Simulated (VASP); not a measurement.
# KMgF3 (P4/mmm) in VASP: a series of runs, part 3 of 3

VASP 6.6.1. The steps go on from the part before.

### Step 6. Single point, PBEsol (strain -0.040 along x and y, +0.080 along z)

INCAR

```
ALGO = Normal
EDIFF = 1E-7
ENCUT = 520
GGA = PS
ISIF = 2
ISMEAR = 0
LASPH = True
LCHARG = False
LREAL = False
LWAVE = False
NBANDS = 24
NELM = 60
PREC = Accurate
SIGMA = 0.05
```

KPOINTS

```
k-points
0
Gamma
  6 6 6
```

POSCAR

```
KMgF3
1.0
    3.8264640000      0.0000000000      0.0000000000
    0.0000000000      3.8264640000      0.0000000000
    0.0000000000      0.0000000000      4.3047720000
K Mg F
1 1 3
Direct
    0.5000000000      0.5000000000      0.5000000000
    0.0000000000      0.0000000000      0.0000000000
    0.5000000000      0.0000000000      0.0000000000
    0.0000000000      0.5000000000      0.0000000000
    0.0000000000      0.0000000000      0.5000000000
```

Potentials or basis: VASP PAW PBE potentials, release 64 (K_sv, Mg, F).

Run with:

```console
cat potpaw_PBE.64/K_sv/POTCAR potpaw_PBE.64/Mg/POTCAR potpaw_PBE.64/F/POTCAR > POTCAR
mpirun -np 1 vasp_std > vasp.out
```

OUTCAR:

```text
EDIFF = 1E-7
   ENCUT = 520
   GGA = PS
   ISIF = 2
   ISMEAR = 0
   LASPH = True
   LREAL = False
   NELM = 60
   PREC = Accurate

 ion  position               nearest neighbor table
   1  0.500  0.500  0.500-   5 2.71   5 2.71   5 2.71   5 2.71   2 3.46   2 3.46   2 3.46   2 3.46
                             2 3.46   2 3.46   2 3.46   2 3.46
   2  0.000  0.000  0.000-   3 1.91   4 1.91   4 1.91   3 1.91   5 2.15   5 2.15   1 3.46   1 3.46
                             1 3.46   1 3.46   1 3.46   1 3.46   1 3.46   1 3.46
   3  0.500  0.000  0.000-   2 1.91   2 1.91
   4  0.000  0.500  0.000-   2 1.91   2 1.91
   5  0.000  0.000  0.500-   2 2.15   2 2.15   1 2.71   1 2.71   1 2.71   1 2.71

  LATTYP: Found a simple tetragonal cell.
 ALAT       =     3.8264640000
 C/A-ratio  =     1.1250000000

  Lattice vectors:

 A1 = (   3.8264640000,   0.0000000000,   0.0000000000)
 A2 = (   0.0000000000,   3.8264640000,   0.0000000000)
 A3 = (   0.0000000000,   0.0000000000,   4.3047720000)

Analysis of symmetry for initial positions (statically):
=====================================================================
[... 174 lines left out ...]
  free energy    TOTEN  =       -25.09140755 eV

  energy without entropy =      -25.09140755  energy(sigma->0) =      -25.09140755

 E-fermi :  -1.2755     XC(G=0):  -9.9603

 val. band max:       -1.5953515480   @ k =   0.5000   0.5000   0.5000
 cond. band min:       5.4451965069   @ k =   0.0000   0.0000   0.0000
 fundamental gap:      7.0405480549
 Fermi energy:        -1.2755470039

 k-point     1 :       0.0000    0.0000    0.0000
  band No.  band energies     occupation
      1     -27.1510      2.00000
      2     -21.8580      2.00000
      3     -21.1763      2.00000
      4     -20.7970      2.00000
      5     -10.7881      2.00000
      6     -10.6703      2.00000
[... 637 lines left out ...]
     23      12.4510      0.00000
     24      13.2741      0.00000

 [... further k-points ...]
[... 5 lines left out ...]
  --------------------------------------------------------------------------------------
  -------------------------------------------------------------------------------------
  Total        2.1630099      2.1630099     -2.0507708      0.0000000      0.0000000      0.0000000
  in kB       54.9823972     54.9823972    -52.1293473      0.0000000      0.0000000      0.0000000
  external PRESSURE =      19.2784823 kB  Pullay stress =       0.0000000 kB

 VOLUME and BASIS-vectors are now :
 -----------------------------------------------------------------------------
  energy-cutoff  :      520.00
  volume of cell :       63.03
      direct lattice vectors                 reciprocal lattice vectors
     3.826464000  0.000000000  0.000000000     0.261337883  0.000000000  0.000000000
     0.000000000  3.826464000  0.000000000     0.000000000  0.261337883  0.000000000
     0.000000000  0.000000000  4.304772000     0.000000000  0.000000000  0.232300340

 POSITION                                       TOTAL-FORCE (eV/Angst)
 -----------------------------------------------------------------------------------
      1.91323      1.91323      2.15239         0.000000      0.000000      0.000000
      0.00000      0.00000      0.00000         0.000000      0.000000      0.000000
      1.91323      0.00000      0.00000         0.000000      0.000000      0.000000
      0.00000      1.91323      0.00000         0.000000      0.000000      0.000000
      0.00000      0.00000      2.15239         0.000000      0.000000      0.000000
 -----------------------------------------------------------------------------------
    total drift:                                0.000000      0.000000     -0.000000

  FREE ENERGIE OF THE ION-ELECTRON SYSTEM (eV)
  ---------------------------------------------------
  free  energy   TOTEN  =       -25.0914075495 eV

  energy  without entropy=      -25.0914075495  energy(sigma->0) =      -25.09140755
```

OSZICAR:

```text
N       E                     dE             d eps       ncg     rms          rms(c)
DAV:   1     0.216511954296E+03    0.21651E+03   -0.17468E+04  2008   0.128E+03
DAV:   2    -0.154907891263E+02   -0.23200E+03   -0.22365E+03  2448   0.338E+02
DAV:   3    -0.265664163153E+02   -0.11076E+02   -0.11021E+02  2784   0.688E+01
DAV:   4    -0.270048611328E+02   -0.43844E+00   -0.43833E+00  2568   0.836E+00
DAV:   5    -0.270073499053E+02   -0.24888E-02   -0.24888E-02  2592   0.693E-01    0.826E+00
DAV:   6    -0.251233060373E+02    0.18840E+01   -0.58680E+00  2208   0.176E+01    0.418E+00
DAV:   7    -0.251009507727E+02    0.22355E-01   -0.21432E-01  2352   0.279E+00    0.247E+00
DAV:   8    -0.250912376200E+02    0.97132E-02   -0.61604E-02  2424   0.229E+00    0.281E-01
DAV:   9    -0.250912153783E+02    0.22242E-04   -0.11226E-02  2496   0.741E-01    0.142E-01
DAV:  10    -0.250913579059E+02   -0.14253E-03   -0.73220E-04  2440   0.182E-01    0.107E-01
DAV:  11    -0.250914110235E+02   -0.53118E-04   -0.37020E-05  2544   0.451E-02    0.538E-02
DAV:  12    -0.250914068745E+02    0.41490E-05   -0.78681E-05  2312   0.655E-02    0.456E-03
DAV:  13    -0.250914077938E+02   -0.91931E-06   -0.30246E-06  2688   0.114E-02    0.226E-03
DAV:  14    -0.250914076123E+02    0.18143E-06   -0.11306E-07  1856   0.268E-03    0.655E-04
DAV:  15    -0.250914075495E+02    0.62846E-07   -0.43246E-08  1432   0.157E-03
   1 F= -.25091408E+02 E0= -.25091408E+02  d E =-.593687E-21
```

stdout:

```text
POSCAR found type information on POSCAR K MgF
 POSCAR found :  3 types and       5 ions
 scaLAPACK will be used
 -----------------------------------------------------------------------------
|                                                                             |
|                                                                             |
|     You enforced a specific xc type in the INCAR file but a different       |
|     I HOPE YOU KNOW WHAT YOU ARE DOING!                                     |
|                                                                             |
 -----------------------------------------------------------------------------

 LDA part: xc-table for (Slater+PW92), standard interpolation
 POSCAR, INCAR and KPOINTS ok, starting setup
 FFT: planning ... GRIDC
 FFT: planning ... GRID_SOFT
 FFT: planning ... GRID
 WAVECAR not read
 entering main loop
```

Run time: 23 s. Hardware: 1 thread of AMD EPYC 9R45 (Zen 5), shared host; peak memory 0.17 GiB.

What came out:

| Quantity | Value |
| --- | --- |
| Free energy | -25.0914 eV |
| Pressure | 1.9 GPa |
| Band gap on the k mesh | 7.04 eV, indirect (least direct gap 7.40 eV) |

Caveat: the cell differs from its parent crystal (strain -0.040 along x and y, +0.080 along z); the PAW data sets were made with another functional, which shifts forces and pressure a little. A k mesh can miss the band edges.

### Step 7. Overview

```tsv
cell	gap on the mesh (eV)	pressure (GPa)
a = 3.667, b = 3.667, c = 3.986 Å, 5 atoms	8.35	19.4
a = 3.667, b = 3.667, c = 4.145 Å, 5 atoms	7.94	15.2
a = 3.667, b = 3.667, c = 4.305 Å, 5 atoms	7.56	12.1
a = 3.986, b = 3.986, c = 3.667 Å, 5 atoms	7.72	8.5
a = 3.826, b = 3.826, c = 4.305 Å, 5 atoms	7.04	1.9
```

Alike in all rows: task single point; level PBEsol; potentials or basis VASP PAW PBE potentials, release 64 (K_sv, Mg, F); no spin polarisation; k mesh 6 × 6 × 6; cutoff (eV) 520; smearing gaussian 0.05 eV.

Caveats: the PAW data sets were made with another functional, which shifts forces and pressure a little.

Total energies depend on the potentials used, so only differences within one code and one set of settings carry meaning.
